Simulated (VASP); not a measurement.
# HgSe (F-43m) in VASP: notebook

Aim: see how the results for HgSe move with the level of theory and the settings. Levels: PBE-based screened hybrid with 5 % exact exchange, HSE06. Tasks: single point.

Program: VASP 6.6.1. These are calculated values, not measurements. Logs are shortened: lines on timing, memory, paths and dates and some standing lists are left out, and cuts for length are marked.

### 1 The cell of the first run

Symmetry: F-43m, No. 216, cubic system. The conventional cell has a = 6.185 Å, b = 6.185 Å, c = 6.185 Å, α = 90.00°, β = 90.00°, γ = 90.00°. Hg (site symmetry -43m) has 4 Se at 2.68 Å within 3.5 Å. Within 3.5 Å of Se (site symmetry -43m) lie 4 Hg at 2.68 Å.

### 2 Single point, PBE-based screened hybrid with 5 % exact exchange

File POSCAR:

```
HgSe
1.0
    0.0000000000      3.0926746572      3.0926746572
    3.0926746572      0.0000000000      3.0926746572
    3.0926746572      3.0926746572      0.0000000000
Hg Se
1 1
Direct
    0.0000000000      0.0000000000      0.0000000000
    0.2500000000      0.2500000000      0.2500000000
```

File INCAR.step1:

```
ALGO = Normal
EDIFF = 1E-5
ENCUT = 400
GGA = PE
GGA_COMPAT = False
ISIF = 2
ISMEAR = -1
LASPH = True
LCHARG = False
LREAL = False
LWAVE = True
NBANDS = 16
NELM = 120
PREC = Accurate
SIGMA = 0.02
```

File INCAR.step2:

```
AEXX = 0.05
ALGO = Normal
EDIFF = 1E-6
ENCUT = 400
GGA = PE
GGA_COMPAT = False
HFSCREEN = 0.2078
ISIF = 2
ISMEAR = -1
ISTART = 1
LASPH = True
LCHARG = False
LHFCALC = True
LREAL = False
LWAVE = False
NBANDS = 16
NELM = 120
PREC = Accurate
PRECFOCK = Normal
SIGMA = 0.02
```

File KPOINTS:

```
k-points
0
Gamma
  4 4 4
```

Potentials or basis: VASP PAW PBE potentials, release 64 (Hg, Se).

Run with:

```
cat potpaw_PBE.64/Hg/POTCAR potpaw_PBE.64/Se/POTCAR > POTCAR
cp INCAR.step1 INCAR
mpirun -np 1 vasp_std > vasp.out
cp INCAR.step2 INCAR
mpirun -np 1 vasp_std > vasp.out
```

OUTCAR:

```text
AEXX = 0.05
   EDIFF = 1E-6
   ENCUT = 400
   GGA = PE
   HFSCREEN = 0.2078
   ISIF = 2
   ISMEAR = -1
   ISTART = 1
   LASPH = True
   LHFCALC = True
   LREAL = False
   NELM = 120
   PREC = Accurate
   PRECFOCK = Normal

 ion  position               nearest neighbor table
   1  0.000  0.000  0.000-   2 2.68   2 2.68   2 2.68   2 2.68
   2  0.250  0.250  0.250-   1 2.68   1 2.68   1 2.68   1 2.68

  LATTYP: Found a face centered cubic cell.
 ALAT       =     6.1853493144

  Lattice vectors:

 A1 = (   0.0000000000,   3.0926746572,   3.0926746572)
 A2 = (   3.0926746572,   0.0000000000,   3.0926746572)
 A3 = (   3.0926746572,   3.0926746572,   0.0000000000)

Analysis of symmetry for initial positions (statically):
=====================================================================
 Subroutine PRICEL returns:
 Original cell was already a primitive cell.

 Routine SETGRP: Setting up the symmetry group for a
 face centered cubic supercell.

 Subroutine GETGRP returns: Found 24 space group operations
 (whereof 24 operations were pure point group operations)
 out of a pool of 48 trial point group operations.

The static configuration has the point symmetry T_d .

Analysis of symmetry for dynamics (positions and initial velocities):
=====================================================================
 Subroutine PRICEL returns:
 Original cell was already a primitive cell.

 Routine SETGRP: Setting up the symmetry group for a
 face centered cubic supercell.

 Subroutine GETGRP returns: Found 24 space group operations
 (whereof 24 operations were pure point group operations)
 out of a pool of 48 trial point group operations.

The dynamic configuration has the point symmetry T_d .

 Subroutine INISYM returns: Found 24 space group operations
 (whereof 24 operations are pure point group operations),
 and found     1 'primitive' translations

----------------------------------------------------------------------------------------

                                     Primitive cell

  volume of cell :      59.1606

  direct lattice vectors                    reciprocal lattice vectors
     0.000000000  3.092674657  3.092674657    -0.161672357  0.161672357  0.161672357
[... 72 lines left out ...]
   NSW    =      0    number of steps for IOM
   IBRION =     -1    ionic relax: 0-MD 1-quasi-New 2-CG
   NFREE  =      0    steps in history (QN), initial steepest desc. (CG)
   ISIF   =      2    stress and relaxation
   ISYM   =      3    0-nonsym 1-usesym 2-fastsym
   POTIM  = 0.5000    time-step for ionic-motion
   TEBEG  =    0.0;   TEEND  =   0.0 temperature during run
   PSTRESS=    0.0 pullay stress
   NELECT =      18.0000    total number of electrons
   NUPDOWN=      -1.0000    fix difference up-down
   EMIN   =  10.00;   EMAX   =-10.00  energy-range for DOS
   EFERMI =   0.00;   METHOD = LEGACY
   ISMEAR =    -1;   SIGMA  =   0.02  broadening in eV -4-tet -1-fermi 0-gaus
   EFERMI_NEDOS =   21; number of points for ismear=-14 and -15
   IALGO  =     38    algorithm
   IMIX   =      1    mixing-type and parameters
     AMIX     =   0.40;   BMIX     =  1.00
     AMIX_MAG =   1.60;   BMIX_MAG =  1.00
  volume/ion in A,a.u.               =      29.58       199.62
  Fermi-wavevector in a.u.,A,eV,Ry     =   1.101086  2.080752 16.495587  1.212391
  Thomas-Fermi vector in A             =   2.237508
   LORBIT       =      0    0 simple, 1 ext, 2 COOP (PROOUT), +10 PAW based schemes
   GGA     = PE    functional components
   LHFCALC =     T    Hartree Fock is set to
   PRECFOCK=normal    Normal, Fast or Accurate (Low or Medium for compatibility)
   ENCUT4O =  -1.0   cutoff for four orbital integrals eV
   NKREDX  =     1    reduce k-point grid by
   NKREDY  =     1    reduce k-point grid by
   NKREDZ  =     1    reduce k-point grid by
   AEXX    =    0.0500 exact exchange contribution
   HFSCREEN=    0.2078 screening length (either q_TF or 0.3 A-1)
   HFSCREENC=   0.2078 screening length for correlation (either q_TF or 0.3 A-1)
   ENCUTFOCK=  -1.0 apply spherical cutoff to Coloumb kernel
   IVDW    =     0    specifies the selected vdW correction
   LEPSILON=     F    determine dielectric tensor
   LRPA    =     F    only Hartree local field effects (RPA)
 non-spin polarized calculation
  energy-cutoff  :      400.00
  volume of cell :       59.16
 maximum number of plane-waves:      1090
 NGX is ok and might be reduce to    30
  NGX = 24; NGY = 24; NGZ = 24

 number of electron      18.0000000 magnetization

 Free energy of the ion-electron system (eV)
  ---------------------------------------------------
  ext. energy  EPLUGINS =         0.00000000
  ---------------------------------------------------
  free energy    TOTEN  =        -4.24241132 eV

  energy without entropy =       -4.24121785  energy(sigma->0) =       -4.24181459

 E-fermi :   1.2061     XC(G=0):  -8.5077

 val. band max:        1.1922031034   @ k =   0.0000   0.0000   0.0000
 cond. band min:       2.3717032813   @ k =   0.2500   0.0000   0.0000
 fundamental gap:      1.1795001779
 Fermi energy:         1.2060657888

 k-point     1 :       0.0000    0.0000    0.0000
  band No.  band energies     occupation
      1     -12.1565      2.00000
      2      -5.9098      2.00000
      3      -5.9098      2.00000
      4      -5.9098      2.00000
      5      -5.2532      2.00000
      6      -5.2532      2.00000
[... 129 lines left out ...]
      3      -5.5599      2.00000
      4      -5.3022      2.00000
      5      -5.3009      2.00000
      6      -4.7079      2.00000
[... 8 lines left out ...]
     15      13.7244      0.00000
     16      13.8534      0.00000

------------------------ aborting loop because EDIFF is reached ----------------------------------------

  FORCE on cell =-STRESS in cart. coord.  units (eV):
  Direction    XX          YY          ZZ          XY          YZ          ZX
  --------------------------------------------------------------------------------------
  -------------------------------------------------------------------------------------
  Total        0.6726704      0.6726704      0.6726704      0.0000000      0.0000000      0.0000000
  in kB       18.2171400     18.2171400     18.2171400      0.0000000      0.0000000      0.0000000
  external PRESSURE =      18.2171400 kB  Pullay stress =       0.0000000 kB

 VOLUME and BASIS-vectors are now :
 -----------------------------------------------------------------------------
  energy-cutoff  :      400.00
  volume of cell :       59.16
      direct lattice vectors                 reciprocal lattice vectors
     0.000000000  3.092674657  3.092674657    -0.161672357  0.161672357  0.161672357
     3.092674657  0.000000000  3.092674657     0.161672357 -0.161672357  0.161672357
     3.092674657  3.092674657  0.000000000     0.161672357  0.161672357 -0.161672357

 POSITION                                       TOTAL-FORCE (eV/Angst)
 -----------------------------------------------------------------------------------
      0.00000      0.00000      0.00000         0.000000      0.000000      0.000000
      1.54634      1.54634      1.54634        -0.000000     -0.000000     -0.000000
 -----------------------------------------------------------------------------------
    total drift:                                0.000026      0.000031      0.000013

  FREE ENERGIE OF THE ION-ELECTRON SYSTEM (eV)
  ---------------------------------------------------
  free  energy   TOTEN  =        -4.2424113176 eV

  energy  without entropy=       -4.2412178535  energy(sigma->0) =       -4.24181459
```

OSZICAR.step1:

```text
N       E                     dE             d eps       ncg     rms          rms(c)
DAV:   1     0.988920908042E+02    0.98892E+02   -0.76135E+03   256   0.812E+02
DAV:   2    -0.105455836423E+01   -0.99947E+02   -0.93838E+02   312   0.224E+02
DAV:   3    -0.432057484044E+01   -0.32660E+01   -0.32586E+01   280   0.426E+01
DAV:   4    -0.433129619165E+01   -0.10721E-01   -0.10721E-01   336   0.258E+00
DAV:   5    -0.433134961235E+01   -0.53421E-04   -0.53421E-04   280   0.162E-01    0.715E+00
DAV:   6    -0.402434391214E+01    0.30701E+00   -0.51553E-01   360   0.972E+00    0.572E+00
DAV:   7    -0.401364837204E+01    0.10696E-01   -0.12376E-01   256   0.240E+00    0.261E+00
DAV:   8    -0.401308153163E+01    0.56684E-03   -0.14523E-02   312   0.142E+00    0.196E-01
DAV:   9    -0.401295313595E+01    0.12840E-03   -0.16670E-03   320   0.558E-01    0.694E-02
DAV:  10    -0.401296072488E+01   -0.75889E-05   -0.17159E-04   288   0.161E-01    0.335E-02
DAV:  11    -0.401298065366E+01   -0.19929E-04   -0.67729E-05   304   0.786E-02    0.248E-02
DAV:  12    -0.401297826710E+01    0.23866E-05   -0.10285E-05   232   0.428E-02
   1 F= -.40129783E+01 E0= -.40123815E+01  d E =-.119346E-02
```

Run time: 9.7 min. Hardware: 1 thread of Intel Xeon 8259CL, shared host; peak memory 0.27 GiB.

Results:

```
Free energy            : -4.2424 eV
Pressure               : 1.8 GPa
Band gap on the k mesh : zero (filled and empty bands touch)
```

Levels at points of the mesh, in eV from the Fermi level:
| k point | band 5 | band 6 | band 7 | band 8 | band 9 | band 10 | band 11 | band 12 | band 13 | band 14 |
| --- | --- | --- | --- | --- | --- | --- | --- | --- | --- | --- |
| (0.00, 0.00, 0.00) | -6.46 | -6.46 | -0.89 | -0.01 | -0.01 | -0.01 | 5.70 | 5.70 | 5.70 | 8.60 |
| (0.50, 0.00, 0.00) | -6.42 | -6.16 | -5.27 | -0.91 | -0.91 | 1.24 | 6.43 | 6.43 | 7.08 | 9.40 |
| (0.50, 0.50, 0.00) | -6.36 | -6.12 | -4.96 | -2.15 | -2.15 | 2.88 | 3.23 | 8.56 | 9.83 | 9.83 |

Caveat: the k points lie up to 0.44 Å⁻¹ apart; the PAW data sets were made with another functional, which shifts forces and pressure a little; spin-orbit coupling is left out, which moves the levels of the heavy elements.

### 3 Single point, HSE06

POSCAR is that of step 2.

File INCAR.step1:

```
  ALGO = Normal
  EDIFF = 1E-5
  ENCUT = 400
  GGA = PE
  GGA_COMPAT = F
  ISIF = 2
  ISMEAR = 1
  LASPH = T
  LREAL = F
  LWAVE = T
  NBANDS = 16
  NELM = 120
  PREC = Accurate
  SIGMA = 0.2
```

File INCAR.step2:

```
  ALGO = Normal
  EDIFF = 1E-6
  ENCUT = 400
  GGA = PE
  GGA_COMPAT = F
  HFSCREEN = 0.2079
  ISIF = 2
  ISMEAR = 1
  ISTART = 1
  LASPH = T
  LCHARG = T
  LELF = T
  LHFCALC = T
  LREAL = F
  LVHAR = T
  LWAVE = F
  NBANDS = 16
  NELM = 120
  PREC = Accurate
  PRECFOCK = Normal
  SIGMA = 0.2
```

KPOINTS is that of step 2.

Potentials or basis: VASP PAW PBE potentials, release 64 (Hg, Se).

Run with:

```
cat potpaw_PBE.64/Hg/POTCAR potpaw_PBE.64/Se/POTCAR > POTCAR
cp INCAR.step1 INCAR
mpirun -np 1 vasp_std > vasp.out
cp INCAR.step2 INCAR
mpirun -np 1 vasp_std > vasp.out
```

Run time: 15 min. Hardware: 1 thread of Intel Xeon 8259CL, shared host; peak memory 0.27 GiB.

Results (log left out):

```
Free energy            : -5.2276 eV
Pressure               : 0.3 GPa
Band gap on the k mesh : zero (filled and empty bands touch)
```

Levels at points of the mesh, in eV from the Fermi level:
```
           k point  band 7  band 8  band 9  band 10  band 11  band 12
(0.00, 0.00, 0.00)   -0.31   -0.04   -0.04    -0.04     6.44     6.44
(0.50, 0.00, 0.00)   -5.55   -1.00   -1.00     1.89     7.18     7.18
(0.50, 0.50, 0.00)   -5.26   -2.30   -2.30     3.57     3.81     9.39
```

Caveat: the k points lie up to 0.44 Å⁻¹ apart; the PAW data sets were made with another functional, which shifts forces and pressure a little; spin-orbit coupling is left out, which moves the levels of the heavy elements.
